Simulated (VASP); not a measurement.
Write the native input for VASP 6.6.1 that does the following.

```yaml
Task: single point
Functional: PBE
Potentials_or_basis: VASP PAW PBE potentials, release 64 (Dy_3, C), 4f in core
Cutoff: 600 eV
k_mesh: 7 × 7 × 2
Occupations: gaussian, width 0.2 eV
Spin: no spin polarisation
Dipole_correction: no
Further_INCAR_settings: ALGO = Normal; EDIFF = 1e-06; NBANDS = 24
```

The structure of Dy3C lies in POSCAR:

```
Dy3C
1.0
    1.7719811727     -3.1144315730      0.0000000000
    1.7719811727      3.1144315730      0.0000000000
    0.0000000000      0.0000000000      9.3614592771
Dy C
3 1
Direct
    0.0000000000      0.0000000000      0.0000000000
    0.0000000000      0.5000000000      0.6569788494
    0.5000000000      0.0000000000      0.3430211506
    0.5000000000      0.5000000000      0.5000000000
```

The cell was generated, and may not be a known phase.

One way to write it, as run:

INCAR

```
PREC = Accurate ; ENCUT = 600
EDIFF = 1E-6 ; ISMEAR = 0
SIGMA = 0.2 ; LREAL = False
LASPH = True ; NELM = 200
ALGO = Normal ; ISIF = 2
LWAVE = False ; LCHARG = False
GGA = PE ; NBANDS = 24
GGA_COMPAT = False ; LMAXMIX = 6
```

KPOINTS

```
regular mesh
0
Gamma
  7 7 2
```

Potentials or basis: VASP PAW PBE potentials, release 64 (Dy_3, C), 4f in core.

The run is started by

```console
$ cat potpaw_PBE.64/Dy_3/POTCAR potpaw_PBE.64/C/POTCAR > POTCAR
$ mpirun -np 1 vasp_std > vasp.out
```

It gave:

```json
{"Pressure": "0.6 GPa", "Largest force": "0.052 eV/Å", "Band gap on the k mesh": "zero (an odd number of electrons rules out a gap without spin polarisation)"}
```

Caveat: spin-orbit coupling is left out, which moves the levels of the heavy elements; the 4f electrons are frozen in the core, so they carry no moment and show no levels.

Wall time 2 min on 1 thread of Intel(R) Xeon(R) Platinum 8488C (Sapphire Rapids) (shared host), peak memory 0.3 GiB.
